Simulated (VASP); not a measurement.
# Na (Im-3m) in VASP: a series of runs

Runs on Na. Level: LDA. Tasks: single point, relaxation of cell and atoms.

Everything below comes from runs of VASP 6.6.1. Logs are shortened: lines on timing, memory, paths and dates and some standing lists are left out, and cuts for length are marked.

### 1 The cell of the first run

It takes space group Im-3m (No. 229, cubic). The conventional cell has a = 4.056 Å, b = 4.056 Å, c = 4.056 Å, α = 90.00°, β = 90.00°, γ = 90.00°. Na (site symmetry m-3m) has 14 Na at 3.51 to 4.06 Å within 4.6 Å.

### 2 Single point, LDA

INCAR

```
PREC = Accurate
ENCUT = 500
EDIFF = 1E-6
ISMEAR = 0
SIGMA = 0.05
LREAL = False
LASPH = True
NELM = 120
ALGO = Normal
ISIF = 2
LWAVE = False
LCHARG = True
LELF = True
LVHAR = True
NBANDS = 10
GGA_COMPAT = False
```

KPOINTS

```
regular mesh
0
Gamma
  7 7 7
```

POSCAR

```
Na
1.0
   -2.0282454401      2.0282454401      2.0282454401
    2.0282454401     -2.0282454401      2.0282454401
    2.0282454401      2.0282454401     -2.0282454401
Na
1
Direct
    0.0000000000      0.0000000000      0.0000000000
```

Potentials or basis: VASP PAW LDA potentials, release 64 (Na_pv).

The run is started by

```bash
cat potpaw_LDA.64/Na_pv/POTCAR > POTCAR
mpirun -np 1 vasp_std > vasp.out
```

OUTCAR:

```text
PREC = Accurate
   ENCUT = 500
   EDIFF = 1E-6
   ISMEAR = 0
   LREAL = False
   LASPH = True
   NELM = 120
   ISIF = 2

 ion  position               nearest neighbor table
   1  0.000  0.000  0.000-

  LATTYP: Found a body centered cubic cell.
 ALAT       =     4.0564908802

  Lattice vectors:

 A1 = (  -2.0282454401,   2.0282454401,   2.0282454401)
 A2 = (   2.0282454401,  -2.0282454401,   2.0282454401)
 A3 = (   2.0282454401,   2.0282454401,  -2.0282454401)

Analysis of symmetry for initial positions (statically):
=====================================================================
 Subroutine PRICEL returns:
 Original cell was already a primitive cell.

 Routine SETGRP: Setting up the symmetry group for a
 body centered cubic supercell.

 Subroutine GETGRP returns: Found 48 space group operations
 (whereof 48 operations were pure point group operations)
 out of a pool of 48 trial point group operations.

The static configuration has the point symmetry O_h .

Analysis of symmetry for dynamics (positions and initial velocities):
=====================================================================
 Subroutine PRICEL returns:
 Original cell was already a primitive cell.

 Routine SETGRP: Setting up the symmetry group for a
 body centered cubic supercell.

 Subroutine GETGRP returns: Found 48 space group operations
 (whereof 48 operations were pure point group operations)
 out of a pool of 48 trial point group operations.

The dynamic configuration has the point symmetry O_h .

 Subroutine INISYM returns: Found 48 space group operations
 (whereof 48 operations are pure point group operations),
 and found     1 'primitive' translations

----------------------------------------------------------------------------------------

                                     Primitive cell

  volume of cell :      33.3750

  direct lattice vectors                    reciprocal lattice vectors
    -2.028245440  2.028245440  2.028245440     0.000000000  0.246518488  0.246518488
     2.028245440 -2.028245440  2.028245440     0.246518488  0.000000000  0.246518488
     2.028245440  2.028245440 -2.028245440     0.246518488  0.246518488  0.000000000

  length of vectors
     3.513024152  3.513024152  3.513024152     0.348629790  0.348629790  0.348629790

  position of ions in fractional coordinates (direct lattice)
     0.000000000  0.000000000  0.000000000

  ion indices of the primitive-cell ions
   primitive index   ion index
                 1           1

----------------------------------------------------------------------------------------

 KPOINTS: regular mesh

Automatic generation of k-mesh.
 Grid dimensions read from file:
 generate k-points for:    7    7    7

 Generating k-lattice:

  Cartesian coordinates                     Fractional coordinates (reciprocal lattice)
     0.000000000  0.035216927  0.035216927     0.142857143  0.000000000  0.000000000
     0.035216927  0.000000000  0.035216927     0.000000000  0.142857143  0.000000000
     0.035216927  0.035216927  0.000000000     0.000000000  0.000000000  0.142857143

  Length of vectors
     0.049804256  0.049804256  0.049804256

  Shift w.r.t. Gamma in fractional coordinates (k-lattice)
     0.000000000  0.000000000  0.000000000

 Subroutine IBZKPT returns following result:
 ===========================================

 Found     20 irreducible k-points:

 Following reciprocal coordinates:
            Coordinates               Weight
  0.000000  0.000000  0.000000      1.000000
  0.142857  0.000000  0.000000     12.000000
  0.285714  0.000000  0.000000     12.000000
  0.428571  0.000000  0.000000     12.000000
  0.142857  0.142857  0.000000     24.000000
  0.285714  0.142857  0.000000     48.000000
[... 12 lines left out ...]
 -0.428571 -0.428571  0.285714      8.000000
 -0.428571  0.428571  0.428571      6.000000
   k-points           NKPTS =     20   k-points in BZ     NKDIM =     20   number of bands    NBANDS=     10
   number of dos      NEDOS =    301   number of ions     NIONS =      1
   total plane-waves  NPLWV =  21952
   dimension x,y,z NGX =    28 NGY =   28 NGZ =   28
   dimension x,y,z NGXF=    56 NGYF=   56 NGZF=   56
   ions per type =               1
   NGX,Y,Z   is equivalent  to a cutoff of  13.25, 13.25, 13.25 a.u.
   NGXF,Y,Z  is equivalent  to a cutoff of  26.50, 26.50, 26.50 a.u.
 SYSTEM =  unknown system
   PREC   = accura    normal or accurate (medium, high low for compatibility)
   ISTART =      0    job   : 0-new  1-cont  2-samecut
   ICHARG =      2    charge: 1-file 2-atom 10-const
   ISPIN  =      1    spin polarized calculation?
   LNONCOLLINEAR =      F non collinear calculations
   LSORBIT =      F    spin-orbit coupling
   LASPH  =      T    aspherical Exc in radial PAW
   ENCUT  =  500.0 eV  36.75 Ry    6.06 a.u.   6.41  6.41  6.41*2*pi/ulx,y,z
   NELM   =    120;   NELMIN=  2; NELMDL= -5     # of ELM steps
   EDIFF  = 0.1E-05   stopping-criterion for ELM
   LREAL  =      F    real-space projection
   EDIFFG = 0.1E-04   stopping-criterion for IOM
   NSW    =      0    number of steps for IOM
   IBRION =     -1    ionic relax: 0-MD 1-quasi-New 2-CG
   NFREE  =      0    steps in history (QN), initial steepest desc. (CG)
   ISIF   =      2    stress and relaxation
   ISYM   =      2    0-nonsym 1-usesym 2-fastsym
   POTIM  = 0.5000    time-step for ionic-motion
   TEBEG  =    0.0;   TEEND  =   0.0 temperature during run
   PSTRESS=    0.0 pullay stress
   NELECT =       7.0000    total number of electrons
   NUPDOWN=      -1.0000    fix difference up-down
   EMIN   =  10.00;   EMAX   =-10.00  energy-range for DOS
   EFERMI =   0.00;   METHOD = LEGACY
   ISMEAR =     0;   SIGMA  =   0.05  broadening in eV -4-tet -1-fermi 0-gaus
   EFERMI_NEDOS =   21; number of points for ismear=-14 and -15
   IALGO  =     38    algorithm
   IMIX   =      4    mixing-type and parameters
     AMIX     =   0.40;   BMIX     =  1.00
     AMIX_MAG =   1.60;   BMIX_MAG =  1.00
  volume/ion in A,a.u.               =      33.38       225.23
  Fermi-wavevector in a.u.,A,eV,Ry     =   0.972673  1.838086 12.872382  0.946093
  Thomas-Fermi vector in A             =   2.102991
   LORBIT       =      0    0 simple, 1 ext, 2 COOP (PROOUT), +10 PAW based schemes
   GGA     = CA    functional components
   LHFCALC =     F    Hartree Fock is set to
   AEXX    =    0.0000 exact exchange contribution
   IVDW    =     0    specifies the selected vdW correction
   LEPSILON=     F    determine dielectric tensor
   LRPA    =     F    only Hartree local field effects (RPA)
 non-spin polarized calculation
 Gauss-broadening in eV      SIGMA  =   0.05
  energy-cutoff  :      500.00
  volume of cell :       33.38
 maximum number of plane-waves:       887
 NGX is ok and might be reduce to    28
   NGX = 13   NGY = 13   NGZ = 13

 number of electron       7.0000010 magnetization

 Free energy of the ion-electron system (eV)
  ---------------------------------------------------
  ext. energy  EPLUGINS =         0.00000000
  ---------------------------------------------------
  free energy    TOTEN  =        -1.45533077 eV

  energy without entropy =       -1.45358049  energy(sigma->0) =       -1.45445563

 E-fermi :   0.3587     XC(G=0):  -7.0296

 val. band max:        0.3234817019   @ k =  -0.2857   0.4286   0.1429
 cond. band min:       0.6789655946   @ k =  -0.4286   0.4286   0.1429
 fundamental gap:      0.3554838927
 Fermi energy:         0.3587376560

 k-point     1 :       0.0000    0.0000    0.0000
  band No.  band energies     occupation
      1     -24.3970      2.00000
      2     -24.3970      2.00000
      3     -24.3970      2.00000
      4      -3.0425      2.00000
      5      12.7920      0.00000
      6      12.7920      0.00000
      7      12.7920      0.00000
      8      13.9654      0.00000
      9      13.9654      0.00000
     10      14.6725      0.00000

 k-point     2 :       0.1429    0.0000    0.0000
  band No.  band energies     occupation
      1     -24.4070      2.00000
      2     -24.4003      2.00000
      3     -24.3969      2.00000
      4      -2.6561      2.00000
      5       9.6526      0.00000
      6      11.3316      0.00000
      7      11.8558      0.00000
      8      12.3653      0.00000
      9      13.1129      0.00000
     10      15.0642      0.00000

 k-point     3 :       0.2857    0.0000    0.0000
  band No.  band energies     occupation
      1     -24.4294      2.00000
      2     -24.4077      2.00000
      3     -24.3969      2.00000
      4      -1.5163      2.00000
      5       5.9791      0.00000
      6       9.9176      0.00000
      7      10.8240      0.00000
      8      11.0790      0.00000
      9      12.2475      0.00000
     10      16.0006      0.00000

 k-point     4 :       0.4286    0.0000    0.0000
  band No.  band energies     occupation
      1     -24.4471      2.00000
      2     -24.4136      2.00000
      3     -24.3970      2.00000
      4       0.3205      1.72068
      5       2.8763      0.00000
      6       9.1926      0.00000
      7      10.2892      0.00000
      8      10.4375      0.00000
      9      11.6147      0.00000
     10      17.1908      0.00000

 k-point     5 :       0.1429    0.1429    0.0000
  band No.  band energies     occupation
      1     -24.4223      2.00000
      2     -24.4042      2.00000
      3     -24.3993      2.00000
      4      -1.8931      2.00000
      5       7.6719      0.00000
      6       8.3842      0.00000
      7      10.7087      0.00000
      8      12.5420      0.00000
      9      13.5286      0.00000
     10      15.5250      0.00000

 k-point     6 :       0.2857    0.1429    0.0000
  band No.  band energies     occupation
      1     -24.4391      2.00000
      2     -24.4131      2.00000
      3     -24.4002      2.00000
      4      -0.4038      2.00000
      5       4.5793      0.00000
      6       7.0938      0.00000
      7       9.7640      0.00000
      8      11.9828      0.00000
      9      14.1266      0.00000
     10      15.1255      0.00000
[... 131 lines left out ...]
 k-point    17 :      -0.2857    0.2857    0.2857
  band No.  band energies     occupation
      1     -24.4280      2.00000
      2     -24.4194      2.00000
      3     -24.4194      2.00000
      4      -0.0380      2.00000
      5       6.8902      0.00000
      6       7.1051      0.00000
      7       7.1051      0.00000
      8       9.1674      0.00000
      9      14.7943      0.00000
     10      15.7243      0.00000

 k-point    18 :      -0.4286    0.4286    0.2857
  band No.  band energies     occupation
      1     -24.4386      2.00000
      2     -24.4259      2.00000
      3     -24.4204      2.00000
      4       1.7388      0.00000
      5       4.2225      0.00000
      6       6.4689      0.00000
      7       7.1173      0.00000
      8       9.4748      0.00000
      9      12.2432      0.00000
     10      15.7236      0.00000

 k-point    19 :      -0.4286   -0.4286    0.2857
  band No.  band energies     occupation
      1     -24.4354      2.00000
      2     -24.4354      2.00000
      3     -24.4220      2.00000
      4       3.5529      0.00000
      5       3.5529      0.00000
      6       4.6780      0.00000
      7       8.4068      0.00000
      8       8.4068      0.00000
      9      10.7158      0.00000
     10      16.0407      0.00000

 k-point    20 :      -0.4286    0.4286    0.4286
  band No.  band energies     occupation
      1     -24.4344      2.00000
      2     -24.4327      2.00000
      3     -24.4327      2.00000
      4       3.4412      0.00000
      5       5.4048      0.00000
      6       5.8403      0.00000
      7       5.8403      0.00000
      8       7.0711      0.00000
      9       9.7274      0.00000
     10      19.3099      0.00000

------------------------ aborting loop because EDIFF is reached ----------------------------------------

  FORCE on cell =-STRESS in cart. coord.  units (eV):
  Direction    XX          YY          ZZ          XY          YZ          ZX
  --------------------------------------------------------------------------------------
  -------------------------------------------------------------------------------------
  Total       -0.0164035     -0.0164035     -0.0164035      0.0000000      0.0000000      0.0000000
  in kB       -0.7874562     -0.7874562     -0.7874562      0.0000000      0.0000000      0.0000000
  external PRESSURE =      -0.7874562 kB  Pullay stress =       0.0000000 kB

 VOLUME and BASIS-vectors are now :
 -----------------------------------------------------------------------------
  energy-cutoff  :      500.00
  volume of cell :       33.38
      direct lattice vectors                 reciprocal lattice vectors
    -2.028245440  2.028245440  2.028245440     0.000000000  0.246518488  0.246518488
     2.028245440 -2.028245440  2.028245440     0.246518488  0.000000000  0.246518488
     2.028245440  2.028245440 -2.028245440     0.246518488  0.246518488  0.000000000

 POSITION                                       TOTAL-FORCE (eV/Angst)
 -----------------------------------------------------------------------------------
      0.00000      0.00000      0.00000         0.000000     -0.000000      0.000000
 -----------------------------------------------------------------------------------
    total drift:                                0.000000     -0.000000      0.000000

  FREE ENERGIE OF THE ION-ELECTRON SYSTEM (eV)
  ---------------------------------------------------
  free  energy   TOTEN  =        -1.4553307669 eV

  energy  without entropy=       -1.4535804944  energy(sigma->0) =       -1.45445563
```

Wall time 9.4 s (1 thread of AMD EPYC 7R43 (Zen 3), shared host); peak memory 0.09 GiB.

Results:

* Free energy: -1.4553 eV
* Pressure: -0.1 GPa

### 3 Relaxation of cell and atoms, LDA

This run uses another cell than the first one, of 39.26 Å³/atom, 1.176 times its volume.

INCAR

```
ALGO     = Normal         # electronic algorithm
EDIFF    = 1E-7           # SCF threshold, eV
EDIFFG   = -0.01          # ionic threshold
ENCUT    = 500            # plane-wave cutoff, eV
GGA_COMPAT= False        
IBRION   = 2              # ionic algorithm
ISIF     = 3              # what is computed and relaxed
ISMEAR   = 0              # smearing method
LASPH    = True           # aspherical terms in the spheres
LCHARG   = False          # write CHGCAR
LREAL    = False          # projectors in reciprocal space
LWAVE    = False          # write WAVECAR
NELM     = 120            # most SCF steps
NELMIN   = 4            
NSW      = 80             # ionic steps
PREC     = Accurate       # precision mode
SIGMA    = 0.05           # smearing width, eV
```

KPOINTS

```
k-points
0
Gamma
  7 7 7
```

POSCAR

```
Na
1.0
   -2.1410000000      2.1410000000      2.1410000000
    2.1410000000     -2.1410000000      2.1410000000
    2.1410000000      2.1410000000     -2.1410000000
Na
1
Direct
    0.0000000000      0.0000000000      0.0000000000
```

Potentials or basis: VASP PAW LDA potentials, release 64 (Na_pv).

The run is started by

```bash
cat potpaw_LDA.64/Na_pv/POTCAR > POTCAR
mpirun -np 1 vasp_std > vasp.out
```

It took 13 s on 1 thread of AMD EPYC 7R43 (Zen 3), shared host; peak memory 0.1 GiB.

It converged, with:

- Free energy: -1.4556 eV
- Relaxed volume: 33.22 Å³/atom
- Relaxed cell: a = 3.508 Å, b = 3.508 Å, c = 3.508 Å, α = 109.47°, β = 109.47°, γ = 109.47°
- Space group after relaxing (to 0.05 Å): Im-3m (No. 229)
- Energy gained by relaxing: 24.1 meV/atom
- Ionic steps: 3
- Pressure after relaxing: 0.0 GPa

Step by step:
| step | energy change (eV) | largest force (eV/Å) | pressure (GPa) | volume (Å³) |
| --- | --- | --- | --- | --- |
| 1 | 0.0000 | 0.0000 | -1.14 | 39.26 |
| 2 | -0.0102 | 0.0000 | -0.94 | 37.68 |
| 3 | -0.0241 | 0.0000 | 0.01 | 33.22 |

Final structure:
```cif
data_structure
_symmetry_space_group_name_H-M 'P 1'
_symmetry_Int_Tables_number 1
_cell_length_a 3.5076
_cell_length_b 3.5076
_cell_length_c 3.5076
_cell_angle_alpha 109.471
_cell_angle_beta 109.471
_cell_angle_gamma 109.471
_cell_volume 33.22
loop_
_atom_site_label
_atom_site_type_symbol
_atom_site_fract_x
_atom_site_fract_y
_atom_site_fract_z
_atom_site_occupancy
Na1 Na 0.00000 0.00000 0.00000 1
```

Levels at points of the mesh, in eV from the Fermi level:
| k point | band 1 | band 2 | band 3 | band 4 | band 5 | band 6 | band 7 |
| --- | --- | --- | --- | --- | --- | --- | --- |
| (0.00, 0.00, 0.00) | -24.75 | -24.75 | -24.75 | -3.41 | 12.46 | 12.46 | 12.46 |

Caveat: the volume moved by over 15 % at a fixed basis, so the end points are rough; the volume moved by -15 % from the deposited cell, more than functionals usually miss. Zero-point motion and thermal expansion aren't in these numbers.
